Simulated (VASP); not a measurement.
Set up this calculation in VASP 6.6.1, as the native input.

| Quantity | Value |
| --- | --- |
| Task | single point |
| Functional | PBE |
| Potentials or basis | VASP PAW PBE potentials, release 64 (Br) |
| Cutoff | 520 eV |
| k mesh | 8 × 8 × 4 |
| Occupations | fermi-dirac, width 0.01 eV |
| Spin | no spin polarisation |
| Dipole correction | no |
| Further INCAR settings | ALGO = Normal; EDIFF = 1e-06; NBANDS = 14 |

The structure of Br lies in POSCAR:

```
Br
1.0
    2.6942393142      0.0000000000      0.0000000000
   -1.3471196571      2.3332796900      0.0000000000
    0.0000000000      0.0000000000      5.5040799937
Br
2
Direct
    0.3333333333      0.6666666667      0.2500000000
    0.6666666667      0.3333333333      0.7500000000
```

The input as run:

INCAR

```
SYSTEM = Br
  PREC = Accurate
  ENCUT = 520
  EDIFF = 1E-6
  ISMEAR = -1
  SIGMA = 0.01
  LREAL = .FALSE.
  LASPH = .TRUE.
  NELM = 80
  ALGO = Normal
  ISIF = 2
  LWAVE = .FALSE.
  LCHARG = .TRUE.
  GGA = PE
  LELF = .TRUE.
  LVHAR = .TRUE.
  NBANDS = 14
```

KPOINTS

```
Automatic mesh
0
G
  8 8 4
  0 0 0
```

Potentials or basis: VASP PAW PBE potentials, release 64 (Br).

Launch:

```sh
$ cat potpaw_PBE.64/Br/POTCAR > POTCAR
$ mpirun -np 1 vasp_std > vasp.out
```

Results of the run:

The pressure is 40.1 GPa. The band gap on the k mesh is zero (band 7 reaches 10.32 eV, above the bottom of band 8 at 5.42 eV).

It took 8.9 s on 1 thread of Intel(R) Xeon(R) Platinum 8488C (Sapphire Rapids), on a shared host, peak memory 0.14 GiB.
